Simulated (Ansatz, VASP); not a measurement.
# One calculation of Pd, two programs

```
Pd
1.0
     0.00000    1.95585    1.95585
     1.95585    0.00000    1.95585
     1.95585    1.95585    0.00000
Pd
1
Cartesian
  0.0000 0.0000 0.0000
```

Alike in both runs: task single point; functional r2SCAN; k mesh 14 × 14 × 14; occupations fermi-dirac, width 0.1 eV; no spin polarisation.

|  | VASP | Ansatz |
| --- | --- | --- |
| version | VASP 6.6.1 | Ansatz 0.2.0 |
| potentials or method | VASP PAW PBE potentials, release 64 (Pd), cutoff 520 eV | plane waves (500 eV) with PAW, scalar-relativistic |
| valence electrons in the cell | 10 | 18 |

```csv
,VASP,Ansatz,Ansatz less VASP
pressure (GPa),0.7,0.0,-0.65
```

VASP's potentials were made for PBE, not for r2SCAN. The functional is the same, so the differences come from potentials, cutoffs and numerics. VASP's potentials hold 10 valence electrons a cell and Ansatz's 18, so a difference there can come from the potentials and not from the codes.
